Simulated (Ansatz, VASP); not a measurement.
# One calculation of MgO, two programs

The input INCAR:

```
  PREC = Accurate
  ENCUT = 520
  EDIFF = 1E-8
  ISMEAR = -1
  SIGMA = 0.02
  LREAL = False
  LASPH = True
  NELM = 120
  ALGO = Normal
  ISIF = 2
  LWAVE = False
  LCHARG = False
  LEFG = True
  NBANDS = 11
  GGA_COMPAT = False
```

KPOINTS

```
regular mesh
0
Gamma
  13 13 13
```

Contents of POSCAR:

```
MgO
1.0
    0.0000000000      2.0185000000      2.0185000000
    2.0185000000      0.0000000000      2.0185000000
    2.0185000000      2.0185000000      0.0000000000
Mg O
1 1
Direct
    0.0000000000      0.0000000000      0.0000000000
    0.5000000000      0.5000000000      0.5000000000
```

Input for Ansatz:

```yaml
crystal:
  lattice:
    - [0.0, 2.0185, 2.0185]
    - [2.0185, 0.0, 2.0185]
    - [2.0185, 2.0185, 0.0]
  atoms:
    - { symbol: Mg, position: [0.0, 0.0, 0.0] }
    - { symbol: O, position: [0.5, 0.5, 0.5] }
kpoints:
  mp_grid: { grid: [13, 13, 13] }
scf:
  occupations: { method: fermi_dirac, width: 0.02 }
hamiltonian:
  xc: lda
  pseudopotentials: { kind: paw, frozen_core: stored }
output:
  forces: true
  stress: true
  populations: true
  efg: { quadrupole_moments_barn: { Mg: 0.1994, O: -0.02558 } }
```

Alike in both runs: task electric field gradients; functional LDA; k mesh 13 × 13 × 13; occupations fermi-dirac, width 0.02 eV; no spin polarisation.

|  | VASP | Ansatz |
| --- | --- | --- |
| version | VASP 6.6.1 | Ansatz 0.2.0 |
| potentials or method | VASP PAW LDA potentials, release 64 (Mg, O) | plane-wave PAW, scalar-relativistic |
| plane-wave cutoff (eV) | 520 | 420 |
| valence electrons in the cell | 8 | 16 |

```tsv
	VASP	Ansatz	Ansatz less VASP
gap on the k mesh at the Fermi level (eV)	6.00	6.00	+0.001
pressure (GPa)	16.9	18.7	+1.84
```

Ansatz warns that its potentials were made for another functional, while VASP's fit it. LDA's correlation is that of Perdew and Zunger in VASP and of Perdew and Wang (1992) in Ansatz. VASP's potentials hold 8 valence electrons a cell and Ansatz's 16, so a difference there can come from the potentials and not from the codes.
